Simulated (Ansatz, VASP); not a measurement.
One calculation of PbS, two programs

INCAR

```
PREC = Accurate ; ENCUT = 520
EDIFF = 1E-7 ; ISMEAR = -1
SIGMA = 0.01 ; LREAL = F
LASPH = T ; NELM = 60
ALGO = Normal ; ISIF = 2
LWAVE = F ; LCHARG = F
GGA = PE ; NBANDS = 28
```

The input KPOINTS:

```
Automatic mesh
0
Gamma
  7 7 3
```

The input POSCAR:

```
PbS
1.0
    2.8522850000     -2.8130000000      0.0000000000
    2.8522850000      2.8130000000      0.0000000000
   -1.0476485000      0.0000000000     11.7092900000
Pb S
2 2
Direct
    0.7756000000      0.7756000000      0.6363800000
    0.2244000000      0.2244000000      0.3636200000
    0.2684000000      0.2684000000      0.5986000000
    0.7316000000      0.7316000000      0.4014000000
```

Input for Ansatz:

```yaml
crystal:
  lattice:
    - [2.852285, -2.813, 0.0]
    - [2.852285, 2.813, 0.0]
    - [-1.0476485, 0.0, 11.70929]
  atoms:
    - { symbol: Pb, position: [0.7756, 0.7756, 0.63638] }
    - { symbol: Pb, position: [0.2244, 0.2244, 0.36362] }
    - { symbol: S, position: [0.2684, 0.2684, 0.5986] }
    - { symbol: S, position: [0.7316, 0.7316, 0.4014] }
kpoints:
  mp_grid: { grid: [7, 7, 3] }
  band_path:
    path:
      - [0.0, 0.0, 0.0]
      - [-0.4951073828, 0.4951073828, 0.0]
      - [-0.5048926172, -0.4951073828, 0.0]
      - [-0.5, -0.5, 0.0]
      - [0.0, 0.0, 0.0]
      - [-0.5, -0.5, 0.5]
      - [-0.5154917668, -0.4845082332, 0.5]
      - [-0.4845082332, 0.4845082332, 0.5]
      - [0.0, 0.0, 0.5]
    npoints: 5
scf:
  occupations: { method: fermi_dirac, width: 0.01 }
hamiltonian:
  xc: pbe
  pseudopotentials: { kind: all_electron, lapw: { basis_error: 0.0005 } }
output:
  forces: true
  stress: true
  eigenvalues: true
```

Change from the starting cell: equal xx and yy strain of -3 %.

Alike in both runs: task single point; functional PBE; k mesh 7 × 7 × 3; occupations fermi-dirac, width 0.01 eV; no spin polarisation.

```csv
,VASP,Ansatz
version,VASP 6.6.1,Ansatz 0.2.0
potentials or method,"VASP PAW PBE potentials, release 64 (Pb_d, S), cutoff 520 eV","all-electron LAPW, scalar-relativistic"
```

Ansatz gave:

| Quantity | Value |
| --- | --- |
| gap on the k mesh at the Fermi level (eV) | 0.96 |
| rms of the force components (eV/Å) | 0.057 |

Q: Which values does VASP return?

A: gap on the k mesh at the Fermi level (eV): 0.95; rms of the force components (eV/Å): 0.056.

Atom by atom the forces differ by 0.002 eV/Å (rms over components). Ansatz ran all-electron here, and VASP with PAW potentials.

Neither program's run includes spin-orbit coupling.
